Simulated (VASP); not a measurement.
A run of VASP 6.6.1 is set up as follows.

Contents of INCAR:

```
SYSTEM = GaN
ALGO = Normal ; EDIFF = 1E-6
ENCUT = 520 ; GGA = PE
ISIF = 2 ; ISMEAR = 0
LASPH = .True. ; LCHARG = .False.
LREAL = .False. ; LWAVE = .False.
NBANDS = 66 ; NELM = 80
PREC = Accurate ; SIGMA = 0.1
```

File KPOINTS:

```
k-points
0
Gamma
  6 6 2
  0 0 0
```

Contents of POSCAR:

```
GaN
1.0
    3.2159383632      0.0000000031      0.0000000000
   -1.6079691843      2.7850843180      0.0000000000
    0.0000000000      0.0000000000     15.7413040805
Ga N
6 6
Direct
    0.0000000000      0.0000000000      0.1875269422
    0.0000000000      0.0000000000      0.6875269422
    0.3333333333      0.6666666667      0.5207094315
    0.6666666667      0.3333333333      0.0207094315
    0.3333333333      0.6666666667      0.8539798512
    0.6666666667      0.3333333333      0.3539798512
    0.0000000000      0.0000000000      0.3126498525
    0.0000000000      0.0000000000      0.8126498525
    0.3333333333      0.6666666667      0.9792130131
    0.6666666667      0.3333333333      0.4792130131
    0.3333333333      0.6666666667      0.6459209095
    0.6666666667      0.3333333333      0.1459209095
```

Potentials or basis: VASP PAW PBE potentials, release 64 (Ga_d, N).

Run with:

```console
$ cat potpaw_PBE.64/Ga_d/POTCAR potpaw_PBE.64/N/POTCAR > POTCAR
$ mpirun -np 1 vasp_std > vasp.out
```

(1) Estimate the band gap on the k mesh.

(2) What does it give for the pressure?

## Answers

(1) 1.60 eV.

(2) 0.2 GPa.
